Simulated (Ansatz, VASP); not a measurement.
**One calculation of PbS, two programs**

File INCAR:

```
SYSTEM = PbS
PREC = Accurate
ENCUT = 500
EDIFF = 1E-6
ISMEAR = -1
SIGMA = 0.17
LREAL = .False.
LASPH = .True.
NELM = 120
ALGO = Normal
ISIF = 2
LWAVE = .False.
LCHARG = .False.
GGA = PE
NBANDS = 17
GGA_COMPAT = .False.
```

File KPOINTS:

```
regular mesh
0
Gamma
  4 4 4
  0 0 0
```

Contents of POSCAR:

```
PbS
1.0
    3.6536590000      0.0000000000      0.0000000000
    0.0000000000      3.6536590000      0.0000000000
    0.0000000000      0.0000000000      3.6536590000
Pb S
1 1
Direct
    0.0000000000      0.0000000000      0.0000000000
    0.5000000000      0.5000000000      0.5000000000
```

Input for Ansatz:

```yaml
crystal:
  lattice:
    - [3.653659, 0.0, 0.0]
    - [0.0, 3.653659, 0.0]
    - [0.0, 0.0, 3.653659]
  atoms:
    - { symbol: Pb, position: [0.0, 0.0, 0.0] }
    - { symbol: S, position: [0.5, 0.5, 0.5] }
basis:
  ecutwfc: 420
kpoints:
  mp_grid: { grid: [4, 4, 4] }
hamiltonian:
  xc: pbe
scf:
  occupations: { method: fermi_dirac, width: 0.17 }
  convergence: { dr2_threshold: "1e-12 eV" }
output:
  forces: true
  stress: true
  eigenvalues: true
```

Alike in both runs: task single point; functional PBE; k mesh 4 × 4 × 4; occupations fermi-dirac, width 0.17 eV; no spin polarisation.

```csv
,VASP,Ansatz
version,VASP 6.6.1,Ansatz 0.2.0
potentials or method,"VASP PAW PBE potentials, release 64 (Pb_d, S), cutoff 500 eV","scalar-relativistic, plane waves, PAW"
valence electrons in the cell,20,20
```

|  | VASP | Ansatz | Ansatz less VASP |
| --- | --- | --- | --- |
| gap on the k mesh at the Fermi level (eV) | none | none | - |
| pressure (GPa) | 0.0 | 0.0 | +0.08 |

A gap of «none» marks a metal or a gap that the smearing closes.

The k mesh is coarse, so the values compare programs but aren't converged. Spin-orbit coupling is off throughout.
